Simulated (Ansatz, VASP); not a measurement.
**C3O: VASP beside Ansatz**

```
CELL_PARAMETERS angstrom
1.45057 -2.01484 0.00000
1.45057 2.01484 0.00000
0.00000 0.00000 7.96187
ATOMIC_POSITIONS crystal
C 0.50000 0.50000 0.74221
C 0.00000 0.00000 0.50000
C 0.50000 0.50000 0.25779
O 0.00000 0.00000 0.00000
```

Change from the starting cell: species swapped into the AlV3 type (Cmmm, No. 65).

Alike in both runs: task single point; functional PBE; dispersion D3(BJ); k mesh 8 × 8 × 2; occupations gaussian, width 0.1 eV; collinear spin.

|  | VASP | Ansatz |
| --- | --- | --- |
| version | VASP 6.6.1 | Ansatz 0.2.0 |
| potentials or method | VASP PAW PBE potentials, release 64 (C, O), cutoff 520 eV | scalar-relativistic, plane waves, PAW |
| valence electrons in the cell | 18 | 18 |

|  | VASP | Ansatz | Ansatz less VASP |
| --- | --- | --- | --- |
| gap on the k mesh at the Fermi level (eV) | none | none | - |
| rms of the force components (eV/Å) | 0.182 | 0.258 | +0.0765 |
| net moment per atom (μB) | 0.00 | 0.35 | +0.351 |
| size of the moment on the site where the two differ most (μB) | 0.00 | 1.40 | +1.396 |

The net moments are unlike, so the other rows may belong to different states. Site moments also hang on the region over which each program counts them. Atom by atom the forces differ by 0.076 eV/Å (rms over components). A gap of «none» marks a metal or a gap that the smearing closes.

The k mesh is coarse, so the values compare programs but aren't converged.
